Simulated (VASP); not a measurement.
Set up this calculation in VASP 6.6.1, as the native input.

```yaml
Task: single point
Functional: PBEsol
Potentials_or_basis: VASP PAW PBE potentials, release 64 (Sr_sv, Fe, Ti_sv, O)
Cutoff: 520 eV
k_mesh: 3 × 3 × 2
Occupations: gaussian, width 0.05 eV
Spin: collinear spin, ferromagnetic start
Starting_moments: "[0.0, 0.0, 0.0, 0.0, 2.0, 0.0, 0.0, 0.0, 0.0, 0.0, 0.0, 0.0, 0.0, 0.0, 0.0, 0.0, 0.0, 0.0, 0.0, 0.0] μB"
Fixed_moment: 2 μB
Hubbard_terms: Fe d U = 4.0 eV
Dipole_correction: no
Further_INCAR_settings: LREAL = Auto; ALGO = Normal; EDIFF = 1e-06; NBANDS = 98
```

The structure of Sr4Ti3FeO12 lies in POSCAR:

```
Sr4Ti3FeO12
1.0
    3.9033639000      3.9033639000      0.0000000000
   -3.9033639000      3.9033639000      0.0000000000
    0.0000000000      0.0000000000      7.8067278000
Sr Fe Ti O
4 1 3 12
Direct
    0.5000000000      0.0000000000      0.2481632609
    0.5000000000      0.0000000000      0.7518367391
    0.0000000000      0.5000000000      0.2481632609
    0.0000000000      0.5000000000      0.7518367391
    0.0000000000      1.0000000000      1.0000000000
    0.0000000000      1.0000000000      0.5000000000
    0.5000000000      0.5000000000      1.0000000000
    0.5000000000      0.5000000000      0.5000000000
    0.0000000000      1.0000000000      0.2505346730
    0.0000000000      1.0000000000      0.7494653270
    0.5000000000      0.5000000000      0.2498405822
    0.5000000000      0.5000000000      0.7501594178
    0.2502656258      0.7497343742      1.0000000000
    0.2502331082      0.7497668918      0.5000000000
    0.7497343742      0.2502656258      1.0000000000
    0.7497668918      0.2502331082      0.5000000000
    0.2502656258      0.2502656258      1.0000000000
    0.2502331082      0.2502331082      0.5000000000
    0.7497343742      0.7497343742      1.0000000000
    0.7497668918      0.7497668918      0.5000000000
```

The input as run:

INCAR

```
SYSTEM = Sr4Ti3FeO12
PREC = Accurate
ENCUT = 520
EDIFF = 1E-6
ISMEAR = 0
SIGMA = 0.05
LREAL = Auto
LASPH = .TRUE.
NELM = 150
ALGO = Normal
ISIF = 2
LWAVE = .FALSE.
LCHARG = .FALSE.
ISPIN = 2
MAGMOM = 0 0 0 0 2 0 0 0 0 0 0 0 0 0 0 0 0 0 0 0
LORBIT = 11
NUPDOWN = 2.0
LMAXMIX = 4
LDAU = .TRUE.
LDAUTYPE = 2
LDAUL = -1 2 -1 -1
LDAUU = 0 4 0 0
LDAUJ = 0 0 0 0
LDAUPRINT = 1
GGA = PS
NBANDS = 98
```

KPOINTS

```
regular mesh
0
G
  3 3 2
  0 0 0
```

Potentials or basis: VASP PAW PBE potentials, release 64 (Sr_sv, Fe, Ti_sv, O).

Command:

```console
$ cat potpaw_PBE.64/Sr_sv/POTCAR potpaw_PBE.64/Fe/POTCAR potpaw_PBE.64/Ti_sv/POTCAR potpaw_PBE.64/O/POTCAR > POTCAR
$ mpirun -np 1 vasp_std > vasp.out
```

Results of the run:

| Quantity | Value |
| --- | --- |
| Pressure | -5.4 GPa |
| Largest force | 1.032 eV/Å |
| Net moment | 2.00 μB per cell |
| Site moments | Sr +0.00; Fe +1.91; Ti -0.03, -0.04, -0.01; O +0.02, -0.00, +0.01 μB |
| Valence electrons inside the program's atomic spheres | Sr 7.96; Fe 7.09; Ti 10.33, 10.34; O 4.98, 5.03, 4.99 |

Caveat: the k points lie up to 0.40 Å⁻¹ apart; the PAW data sets were made with another functional, which shifts forces and pressure a little; the total moment is fixed, so each spin has its own Fermi level; a cell with one magnetic atom can't hold antiferromagnetic order, which such compounds often take.

Wall time 8.1 min on 1 thread of Intel(R) Xeon(R) Platinum 8375C CPU @ 2.90GHz (Ice Lake) (shared host), peak memory 0.5 GiB.
